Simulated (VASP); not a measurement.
Input of a VASP 6.6.1 run:

INCAR

```
SYSTEM = Pb
ALGO = Normal
EDIFF = 1E-6
ENCUT = 520
GGA = CA
ISIF = 2
ISMEAR = -1
LASPH = .True.
LCHARG = .False.
LREAL = .False.
LWAVE = .False.
NBANDS = 21
NELM = 80
PREC = Accurate
SIGMA = 0.08
```

KPOINTS

```
k-points
0
Gamma
  10 10 10
  0 0 0
```

File POSCAR:

```
Pb
1.0
    0.0000000000      2.5140713067      2.5140713067
    2.5140713067      0.0000000000      2.5140713067
    2.5140713067      2.5140713067      0.0000000000
Pb
2
Direct
   -0.1250000000     -0.1250000000     -0.1250000000
    0.1250000000      0.1250000000      0.1250000000
```

Potentials or basis: VASP PAW LDA potentials, release 64 (Pb_d).

Launch:

```sh
$ cat potpaw_LDA.64/Pb_d/POTCAR > POTCAR
$ mpirun -np 1 vasp_std > vasp.out
```

**Question.** Estimate the band gap on the k mesh.

**Answer.** Zero (band 14 reaches 21.57 eV, above the bottom of band 15 at 19.13 eV).

**Question.** Predict the pressure.

**Answer.** 298.6 GPa.

Caveat: spin-orbit coupling is left out, which moves the levels of the heavy elements.
